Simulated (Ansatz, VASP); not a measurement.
Given: the input of a run of Ansatz 0.2.0 on Na.

The input input.yaml:

```yaml
crystal:
  lattice:
    - [3.767, 0.0, 0.0]
    - [-1.8835, 3.2623176961, 0.0]
    - [0.0, 0.0, 6.03092]
  atoms:
    - { symbol: Na, position: [0.6666666667, 0.3333333333, 0.75] }
    - { symbol: Na, position: [0.3333333333, 0.6666666667, 0.25] }
kpoints:
  mp_grid: { grid: [8, 8, 5] }
scf:
  occupations: { method: fermi_dirac, width: 0.05 }
hamiltonian:
  xc: pbesol
  pseudopotentials: { kind: all_electron, lapw: { basis_error: 0.001 } }
output:
  forces: true
  stress: true
  eigenvalues: true
```

Potentials or basis: all-electron LAPW, scalar-relativistic.

Run with:

```sh
$ ansatz run input.yaml --threads 1 --pin off --max-ram 3072MiB --backend cpu --events-out ev --progress --plain --runs-dir out
```

Question: Translate it to VASP 6.6.1. Potentials there: VASP PAW PBE potentials, release 64 (Na_pv).

Answer: As run (the cutoff follows the program's own potentials):

The input INCAR:

```
SYSTEM = Na
PREC = Accurate
ENCUT = 500
EDIFF = 1E-6
ISMEAR = -1
SIGMA = 0.05
LREAL = .False.
LASPH = .True.
NELM = 120
ALGO = Normal
ISIF = 2
LWAVE = .False.
LCHARG = .False.
GGA = PS
NBANDS = 14
GGA_COMPAT = .False.
```

The input KPOINTS:

```
regular mesh
0
Gamma
  8 8 5
  0 0 0
```

File POSCAR:

```
Na
1.0
    3.7670000000      0.0000000000      0.0000000000
   -1.8835000000      3.2623176961      0.0000000000
    0.0000000000      0.0000000000      6.0309200000
Na
2
Direct
    0.6666666667      0.3333333333      0.7500000000
    0.3333333333      0.6666666667      0.2500000000
```

Potentials or basis: VASP PAW PBE potentials, release 64 (Na_pv).

Command:

```sh
$ cat potpaw_PBE.64/Na_pv/POTCAR > POTCAR
$ mpirun -np 1 vasp_std > vasp.out
```

Both were run:

|  | VASP | Ansatz | Ansatz less VASP |
| --- | --- | --- | --- |
| gap on the k mesh at the Fermi level (eV) | none | none | - |
| pressure (GPa) | -0.1 | -0.1 | 0.00 |

VASP's potentials were made for PBE, not for PBEsol. A gap of «none» marks a metal or a gap that the smearing closes. Ansatz ran all-electron here, and VASP with PAW potentials.
